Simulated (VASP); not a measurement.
# Ir (Fm-3m) in VASP: notebook

Runs on Ir. Level: r2SCAN. Tasks: single point.

All numbers are computed with VASP 6.6.1; they aren't measurements. Logs are shortened: lines on timing, memory, paths and dates and some standing lists are left out, and cuts for length are marked.

**1. The cell of the first run**

It takes space group Fm-3m (No. 225, cubic). The conventional cell has a = 3.895 Å, b = 3.895 Å, c = 3.895 Å, α = 90.00°, β = 90.00°, γ = 90.00°. Ir (site symmetry m-3m) has 12 Ir at 2.75 Å within 3.6 Å.

**2. Single point, r2SCAN (volume scaled by 1.040)**

File POSCAR:

```
Ir
1.0
    0.0000000000      1.9473412254      1.9473412254
    1.9473412254      0.0000000000      1.9473412254
    1.9473412254      1.9473412254      0.0000000000
Ir
1
Direct
    0.0000000000      0.0000000000      0.0000000000
```

File INCAR.step1:

```
SYSTEM = Ir
  ALGO = Normal
  EDIFF = 1E-4
  ENCUT = 520
  GGA = PE
  ISMEAR = 0
  LASPH = .True.
  LCHARG = .False.
  LREAL = .False.
  LWAVE = .True.
  NBANDS = 10
  NELM = 80
  PREC = Accurate
  SIGMA = 0.05
```

File INCAR.step2:

```
SYSTEM = Ir
  ALGO = Normal
  EDIFF = 1E-6
  ENCUT = 520
  ISIF = 2
  ISMEAR = 0
  ISTART = 1
  LASPH = .True.
  LCHARG = .True.
  LELF = .True.
  LMIXTAU = .True.
  LREAL = .False.
  LVHAR = .True.
  LWAVE = .False.
  METAGGA = R2SCAN
  NBANDS = 10
  NELM = 80
  PREC = Accurate
  SIGMA = 0.05
```

File KPOINTS:

```
k-points
0
Gamma
  20 20 20
  0 0 0
```

Potentials or basis: VASP PAW PBE potentials, release 64 (Ir).

Launch:

```console
$ cat potpaw_PBE.64/Ir/POTCAR > POTCAR
$ cp INCAR.step1 INCAR
$ mpirun -np 1 vasp_std > vasp.out
$ cp INCAR.step2 INCAR
$ mpirun -np 1 vasp_std > vasp.out
```

OUTCAR:

```text
SYSTEM = Ir
   EDIFF = 1E-6
   ENCUT = 520
   ISIF = 2
   ISMEAR = 0
   ISTART = 1
   LASPH = .True.
   LREAL = .False.
   METAGGA = R2SCAN
   NELM = 80
   PREC = Accurate

 ion  position               nearest neighbor table
   1  0.000  0.000  0.000-

  LATTYP: Found a face centered cubic cell.
 ALAT       =     3.8946824508

  Lattice vectors:

 A1 = (   0.0000000000,   1.9473412254,   1.9473412254)
 A2 = (   1.9473412254,   0.0000000000,   1.9473412254)
 A3 = (   1.9473412254,   1.9473412254,   0.0000000000)

Analysis of symmetry for initial positions (statically):
=====================================================================
 Subroutine PRICEL returns:
 Original cell was already a primitive cell.

 Routine SETGRP: Setting up the symmetry group for a
 face centered cubic supercell.

 Subroutine GETGRP returns: Found 48 space group operations
 (whereof 48 operations were pure point group operations)
 out of a pool of 48 trial point group operations.

The static configuration has the point symmetry O_h .

Analysis of symmetry for dynamics (positions and initial velocities):
=====================================================================
 Subroutine PRICEL returns:
 Original cell was already a primitive cell.

 Routine SETGRP: Setting up the symmetry group for a
 face centered cubic supercell.

 Subroutine GETGRP returns: Found 48 space group operations
 (whereof 48 operations were pure point group operations)
 out of a pool of 48 trial point group operations.

The dynamic configuration has the point symmetry O_h .

 Subroutine INISYM returns: Found 48 space group operations
 (whereof 48 operations are pure point group operations),
 and found     1 'primitive' translations

----------------------------------------------------------------------------------------

                                     Primitive cell

  volume of cell :      14.7692

  direct lattice vectors                    reciprocal lattice vectors
     0.000000000  1.947341225  1.947341225    -0.256760343  0.256760343  0.256760343
     1.947341225  0.000000000  1.947341225     0.256760343 -0.256760343  0.256760343
     1.947341225  1.947341225  0.000000000     0.256760343  0.256760343 -0.256760343

  length of vectors
     2.753956372  2.753956372  2.753956372     0.444721959  0.444721959  0.444721959

  position of ions in fractional coordinates (direct lattice)
     0.000000000  0.000000000  0.000000000

  ion indices of the primitive-cell ions
   primitive index   ion index
                 1           1

----------------------------------------------------------------------------------------

 KPOINTS: k-points

Automatic generation of k-mesh.
 Grid dimensions read from file:
 generate k-points for:   20   20   20

 Generating k-lattice:

  Cartesian coordinates                     Fractional coordinates (reciprocal lattice)
    -0.012838017  0.012838017  0.012838017     0.050000000  0.000000000  0.000000000
     0.012838017 -0.012838017  0.012838017     0.000000000  0.050000000  0.000000000
     0.012838017  0.012838017 -0.012838017     0.000000000  0.000000000  0.050000000

  Length of vectors
     0.022236098  0.022236098  0.022236098

  Shift w.r.t. Gamma in fractional coordinates (k-lattice)
     0.000000000  0.000000000  0.000000000

 Subroutine IBZKPT returns following result:
 ===========================================

 Found    256 irreducible k-points:

 Following reciprocal coordinates:
            Coordinates               Weight
  0.000000  0.000000  0.000000      1.000000
  0.050000  0.000000  0.000000      8.000000
  0.100000  0.000000  0.000000      8.000000
  0.150000  0.000000  0.000000      8.000000
  0.200000  0.000000  0.000000      8.000000
  0.250000  0.000000  0.000000      8.000000
[... 16 lines left out ...]
 -0.400000  0.050000  0.000000     24.000000
 -0.350000  0.050000  0.000000     24.000000
 [... further k-points ...]
   k-points           NKPTS =    256   k-points in BZ     NKDIM =    256   number of bands    NBANDS=     10
   number of dos      NEDOS =    301   number of ions     NIONS =      1
   total plane-waves  NPLWV =   8000
   dimension x,y,z NGX =    20 NGY =   20 NGZ =   20
   dimension x,y,z NGXF=    40 NGYF=   40 NGZF=   40
   ions per type =               1
   NGX,Y,Z   is equivalent  to a cutoff of  12.07, 12.07, 12.07 a.u.
   NGXF,Y,Z  is equivalent  to a cutoff of  24.15, 24.15, 24.15 a.u.
 SYSTEM =  Ir
   PREC   = accura    normal or accurate (medium, high low for compatibility)
   ISTART =      1    job   : 0-new  1-cont  2-samecut
   ICHARG =      0    charge: 1-file 2-atom 10-const
   ISPIN  =      1    spin polarized calculation?
   LNONCOLLINEAR =      F non collinear calculations
   LSORBIT =      F    spin-orbit coupling
   LASPH  =      T    aspherical Exc in radial PAW
   ENCUT  =  520.0 eV  38.22 Ry    6.18 a.u.   5.12  5.12  5.12*2*pi/ulx,y,z
   NELM   =     80;   NELMIN=  2; NELMDL=  0     # of ELM steps
   EDIFF  = 0.1E-05   stopping-criterion for ELM
   LREAL  =      F    real-space projection
   EDIFFG = 0.1E-04   stopping-criterion for IOM
   NSW    =      0    number of steps for IOM
   IBRION =     -1    ionic relax: 0-MD 1-quasi-New 2-CG
   NFREE  =      0    steps in history (QN), initial steepest desc. (CG)
   ISIF   =      2    stress and relaxation
   ISYM   =      2    0-nonsym 1-usesym 2-fastsym
   POTIM  = 0.5000    time-step for ionic-motion
   TEBEG  =    0.0;   TEEND  =   0.0 temperature during run
   PSTRESS=    0.0 pullay stress
   NELECT =       9.0000    total number of electrons
   NUPDOWN=      -1.0000    fix difference up-down
   EMIN   =  10.00;   EMAX   =-10.00  energy-range for DOS
   EFERMI =   0.00;   METHOD = LEGACY
   ISMEAR =     0;   SIGMA  =   0.05  broadening in eV -4-tet -1-fermi 0-gaus
   EFERMI_NEDOS =   21; number of points for ismear=-14 and -15
   IALGO  =     38    algorithm
   IMIX   =      4    mixing-type and parameters
     AMIX     =   0.40;   BMIX     =  1.00
     AMIX_MAG =   1.60;   BMIX_MAG =  1.00
  volume/ion in A,a.u.               =      14.77        99.67
  Fermi-wavevector in a.u.,A,eV,Ry     =   1.387939  2.622824 26.209906  1.926374
  Thomas-Fermi vector in A             =   2.512112
   LORBIT       =      0    0 simple, 1 ext, 2 COOP (PROOUT), +10 PAW based schemes
   METAGGA = R2SCAN    functional components
   LHFCALC =     F    Hartree Fock is set to
   AEXX    =    0.0000 exact exchange contribution
   IVDW    =     0    specifies the selected vdW correction
   LEPSILON=     F    determine dielectric tensor
   LRPA    =     F    only Hartree local field effects (RPA)
 non-spin polarized calculation
 Gauss-broadening in eV      SIGMA  =   0.05
  energy-cutoff  :      520.00
  volume of cell :       14.77
 maximum number of plane-waves:       415
   NGX = 11   NGY = 11   NGZ = 11

 number of electron       9.0000000 magnetization

 Free energy of the ion-electron system (eV)
  ---------------------------------------------------
  ext. energy  EPLUGINS =         0.00000000
  ---------------------------------------------------
  free energy    TOTEN  =       -52.35386817 eV

  energy without entropy =      -52.35325155  energy(sigma->0) =      -52.35355986

 E-fermi :   9.3710     XC(G=0): -15.0323

 val. band max:        9.3708490825   @ k =   0.4000   0.3500   0.0000
 cond. band min:       9.3794828080   @ k =   0.5000   0.4000   0.1000
 fundamental gap:      0.0086337255
 Fermi energy:         9.3709521943

 k-point     1 :       0.0000    0.0000    0.0000
  band No.  band energies     occupation
      1      -1.6140      2.00000
      2       5.6966      2.00000
      3       5.6966      2.00000
      4       5.6966      2.00000
      5       8.2212      2.00000
      6       8.2212      2.00000
      7      24.6306      0.00000
      8      30.2285      0.00000
      9      30.2286      0.00000
     10      30.2286      0.00000

 k-point     2 :       0.0500    0.0000    0.0000
  band No.  band energies     occupation
      1      -1.5025      2.00000
      2       5.6378      2.00000
      3       5.7446      2.00000
      4       5.7446      2.00000
      5       8.1913      2.00000
      6       8.1913      2.00000
      7      24.8172      0.00000
      8      29.6234      0.00000
      9      30.4044      0.00000
     10      30.4044      0.00000

 k-point     3 :       0.1000    0.0000    0.0000
  band No.  band energies     occupation
      1      -1.1768      2.00000
      2       5.4816      2.00000
      3       5.8737      2.00000
      4       5.8737      2.00000
      5       8.1220      2.00000
      6       8.1220      2.00000
      7      25.3379      0.00000
      8      28.3362      0.00000
      9      30.9176      0.00000
     10      30.9176      0.00000

 k-point     4 :       0.1500    0.0000    0.0000
  band No.  band energies     occupation
      1      -0.6663      2.00000
      2       5.2861      2.00000
      3       6.0329      2.00000
      4       6.0329      2.00000
      5       8.0772      2.00000
      6       8.0772      2.00000
      7      26.0576      0.00000
      8      26.8827      0.00000
      9      31.7252      0.00000
     10      31.7252      0.00000
[... 222 lines left out ...]
 k-point    22 :      -0.4500    0.0500    0.0000
  band No.  band energies     occupation
      1       1.5821      2.00000
      2       5.4942      2.00000
      3       5.6391      2.00000
      4       8.2078      2.00000
      5      10.1474      0.00000
      6      10.8362      0.00000
      7      16.8941      0.00000
      8      24.4908      0.00000
      9      29.5153      0.00000
     10      30.0945      0.00000

 k-point    23 :      -0.4000    0.0500    0.0000
  band No.  band energies     occupation
      1       1.5819      2.00000
      2       5.5838      2.00000
      3       5.7043      2.00000
      4       7.4853      2.00000
      5       9.7800      0.00000
      6      10.5024      0.00000
      7      18.1178      0.00000
      8      24.7876      0.00000
      9      29.8325      0.00000
     10      30.9669      0.00000

 k-point    24 :      -0.3500    0.0500    0.0000
  band No.  band energies     occupation
      1       1.5304      2.00000
      2       5.7241      2.00000
      3       5.8278      2.00000
      4       6.5108      2.00000
      5       9.2746      1.99356
      6      10.0303      0.00000
      7      19.8242      0.00000
      8      25.3359      0.00000
      9      30.5548      0.00000
     10      32.2797      0.00000

 [... further k-points ...]
[... 5 lines left out ...]
  --------------------------------------------------------------------------------------
  -------------------------------------------------------------------------------------
  Total       -1.0594300     -1.0594300     -1.0594300      0.0000000      0.0000000      0.0000000
  in kB     -114.9282232   -114.9282232   -114.9282232      0.0000000      0.0000000      0.0000000
  external PRESSURE =    -114.9282232 kB  Pullay stress =       0.0000000 kB

 VOLUME and BASIS-vectors are now :
 -----------------------------------------------------------------------------
  energy-cutoff  :      520.00
  volume of cell :       14.77
      direct lattice vectors                 reciprocal lattice vectors
     0.000000000  1.947341225  1.947341225    -0.256760343  0.256760343  0.256760343
     1.947341225  0.000000000  1.947341225     0.256760343 -0.256760343  0.256760343
     1.947341225  1.947341225  0.000000000     0.256760343  0.256760343 -0.256760343

 POSITION                                       TOTAL-FORCE (eV/Angst)
 -----------------------------------------------------------------------------------
      0.00000      0.00000      0.00000        -0.000000     -0.000000      0.000000
 -----------------------------------------------------------------------------------
    total drift:                                0.000000     -0.000000     -0.000000

  FREE ENERGIE OF THE ION-ELECTRON SYSTEM (eV)
  ---------------------------------------------------
  free  energy   TOTEN  =       -52.3538681706 eV

  energy  without entropy=      -52.3532515522  energy(sigma->0) =      -52.35355986
```

Run time: 46 s. Hardware: 1 thread of Intel Xeon 6975P-C (Granite Rapids), shared host; peak memory 0.16 GiB.

What came out:

| Property | Result |
| --- | --- |
| Free energy | -52.3539 eV |
| Pressure | -11.5 GPa |

Caveat: the cell differs from its parent crystal (volume scaled by 1.040); the PAW data sets were made with another functional, which shifts forces and pressure a little; spin-orbit coupling is left out, which moves the levels of the heavy elements.

**3. Single point, r2SCAN**

This run uses another cell than the first one, of 14.20 Å³/atom, 0.962 times its volume.

File POSCAR:

```
Ir
1.0
    0.0000000000      1.9220482168      1.9220482168
    1.9220482168      0.0000000000      1.9220482168
    1.9220482168      1.9220482168      0.0000000000
Ir
1
Direct
    0.0000000000      0.0000000000      0.0000000000
```

File INCAR.step1:

```
SYSTEM = Ir
PREC = Accurate
ENCUT = 550
ISMEAR = 0
SIGMA = 0.05
LREAL = .FALSE.
LASPH = .TRUE.
NELM = 120
NBANDS = 14
GGA = PE
ALGO = Normal
EDIFF = 1E-5
LWAVE = .TRUE.
LCHARG = .FALSE.
GGA_COMPAT = .FALSE.
```

File INCAR.step2:

```
SYSTEM = Ir
PREC = Accurate
ENCUT = 550
EDIFF = 1E-6
ISMEAR = 0
SIGMA = 0.05
LREAL = .FALSE.
LASPH = .TRUE.
NELM = 120
ALGO = Normal
ISIF = 2
LWAVE = .FALSE.
LCHARG = .TRUE.
METAGGA = R2SCAN
LMIXTAU = .TRUE.
LELF = .TRUE.
LVHAR = .TRUE.
NBANDS = 14
ISTART = 1
GGA_COMPAT = .FALSE.
```

File KPOINTS:

```
regular mesh
0
G
  20 20 20
  0 0 0
```

Potentials or basis: VASP PAW PBE potentials, release 64 (Ir_sv_GW).

Launch:

```console
$ cat potpaw_PBE.64/Ir_sv_GW/POTCAR > POTCAR
$ cp INCAR.step1 INCAR
$ mpirun -np 1 vasp_std > vasp.out
$ cp INCAR.step2 INCAR
$ mpirun -np 1 vasp_std > vasp.out
```

OUTCAR:

```text
SYSTEM = Ir
   PREC = Accurate
   ENCUT = 550
   EDIFF = 1E-6
   ISMEAR = 0
   LREAL = .FALSE.
   LASPH = .TRUE.
   NELM = 120
   ISIF = 2
   METAGGA = R2SCAN
   ISTART = 1

 ion  position               nearest neighbor table
   1  0.000  0.000  0.000-

  LATTYP: Found a face centered cubic cell.
 ALAT       =     3.8440964336

  Lattice vectors:

 A1 = (   0.0000000000,   1.9220482168,   1.9220482168)
 A2 = (   1.9220482168,   0.0000000000,   1.9220482168)
 A3 = (   1.9220482168,   1.9220482168,   0.0000000000)

Analysis of symmetry for initial positions (statically):
[... 578 lines left out ...]
      7       8.7459      2.00000
      8       9.4959      2.00000
      9      12.4064      1.99764
     10      13.2205      0.00000
     11      23.3072      0.00000
     12      27.8705      0.00000
     13      33.5927      0.00000
     14      35.1970      0.00000

 [... further k-points ...]
[... 5 lines left out ...]
  --------------------------------------------------------------------------------------
  -------------------------------------------------------------------------------------
  Total       -0.1993548     -0.1993548     -0.1993548      0.0000000     -0.0000000     -0.0000000
  in kB      -22.4912948    -22.4912948    -22.4912948      0.0000000     -0.0000000     -0.0000000
  external PRESSURE =     -22.4912948 kB  Pullay stress =       0.0000000 kB

 VOLUME and BASIS-vectors are now :
 -----------------------------------------------------------------------------
  energy-cutoff  :      550.00
  volume of cell :       14.20
      direct lattice vectors                 reciprocal lattice vectors
     0.000000000  1.922048217  1.922048217    -0.260139156  0.260139156  0.260139156
     1.922048217  0.000000000  1.922048217     0.260139156 -0.260139156  0.260139156
     1.922048217  1.922048217  0.000000000     0.260139156  0.260139156 -0.260139156

 POSITION                                       TOTAL-FORCE (eV/Angst)
 -----------------------------------------------------------------------------------
      0.00000      0.00000      0.00000         0.000000      0.000000      0.000000
 -----------------------------------------------------------------------------------
    total drift:                                0.000000      0.000000      0.000000

  FREE ENERGIE OF THE ION-ELECTRON SYSTEM (eV)
  ---------------------------------------------------
  free  energy   TOTEN  =       -52.9088291855 eV

  energy  without entropy=      -52.9082510560  energy(sigma->0) =      -52.90854012
```

OUTCAR.step1:

```text
SYSTEM = Ir
   PREC = Accurate
   ENCUT = 550
   ISMEAR = 0
   LREAL = .FALSE.
   LASPH = .TRUE.
   NELM = 120
[... 625 lines left out ...]
 -----------------------------------------------------------------------------------
      0.00000      0.00000      0.00000         0.000000      0.000000      0.000000
 -----------------------------------------------------------------------------------
    total drift:                               -0.000000      0.000000      0.000000

  FREE ENERGIE OF THE ION-ELECTRON SYSTEM (eV)
  ---------------------------------------------------
  free  energy   TOTEN  =        -9.4150417217 eV

  energy  without entropy=       -9.4144431099  energy(sigma->0) =       -9.41474242
```

OSZICAR.step1:

```text
N       E                     dE             d eps       ncg     rms          rms(c)
DAV:   1     0.115046237767E+03    0.11505E+03   -0.11882E+04  7392   0.132E+03
DAV:   2    -0.882295486707E+01   -0.12387E+03   -0.11870E+03  8986   0.401E+02
DAV:   3    -0.105137673202E+02   -0.16908E+01   -0.16867E+01  7972   0.442E+01
DAV:   4    -0.105163886670E+02   -0.26213E-02   -0.26213E-02  8482   0.213E+00
DAV:   5    -0.105163940653E+02   -0.53983E-05   -0.53994E-05  7924   0.911E-02    0.697E+01
DAV:   6    -0.951180165085E+01    0.10046E+01   -0.13556E+00  7468   0.126E+01    0.375E+01
DAV:   7    -0.943148104406E+01    0.80321E-01   -0.41824E-01  8176   0.652E+00    0.646E+00
DAV:   8    -0.941511267724E+01    0.16368E-01   -0.61587E-02  7210   0.308E+00    0.543E-01
DAV:   9    -0.941512093660E+01   -0.82594E-05   -0.71737E-04  8068   0.324E-01    0.211E-01
DAV:  10    -0.941504151899E+01    0.79418E-04   -0.12088E-04  7948   0.159E-01    0.142E-01
DAV:  11    -0.941504172173E+01   -0.20275E-06   -0.56867E-06  3854   0.308E-02
   1 F= -.94150417E+01 E0= -.94147424E+01  d E =-.598612E-03
```

Run time: 98 s. Hardware: 1 thread of Intel Xeon 6975P-C (Granite Rapids), shared host; peak memory 0.2 GiB.

Results:

```yaml
Free_energy: -52.9088 eV
Pressure: -2.2 GPa
```

Caveat: the PAW data sets were made with another functional, which shifts forces and pressure a little; spin-orbit coupling is left out, which moves the levels of the heavy elements.

[end of part 1 of 2]
